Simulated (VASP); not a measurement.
Pt:

```
Pt
1.0
     2.53562    0.00000    0.00000
     0.00000    2.53562    0.00000
     0.00000    0.00000    2.53562
Pt
1
Direct
  0.00000 0.00000 0.00000
```

| Quantity | Value |
| --- | --- |
| Program | VASP 6.6.1 |
| Task | relaxation of cell and atoms |
| Functional | BLYP |
| Potentials or basis | VASP PAW PBE potentials, release 64 (Pt) |
| Cutoff | 600 eV |
| k mesh | 12 × 12 × 12 |
| Occupations | fermi-dirac, width 0.1 eV |
| Spin | no spin polarisation |

At the start: pressure 40.3 GPa; volume 16.30 Å³/atom.

Task: How do energy, volume and symmetry change on relaxing?

Result: Over 5 steps the energy falls by 315.1 meV/atom and the volume is 19.30 Å³/atom (+18.4 %); space group Pm-3m (No. 221, to 0.05 Å).

Step by step:
| step | energy change (eV) | largest force (eV/Å) | pressure (GPa) | volume (Å³) |
| --- | --- | --- | --- | --- |
| 1 | 0.0000 | 0.0000 | 40.28 | 16.30 |
| 2 | 0.4957 | 0.0000 | -19.60 | 28.01 |
| 3 | -0.3100 | 0.0000 | -3.39 | 19.77 |
| 4 | -0.3147 | 0.0000 | -0.99 | 19.43 |
| 5 | -0.3151 | 0.0000 | -0.01 | 19.30 |

Final structure:
```
Pt
1.0
     2.68246    0.00000    0.00000
     0.00000    2.68246    0.00000
     0.00000    0.00000    2.68246
Pt
1
Direct
  0.00000 0.00000 0.00000
```

Caveat: the volume moved by over 15 % at a fixed basis, so the end points are rough; the PAW data sets were made with another functional, which shifts forces and pressure a little.
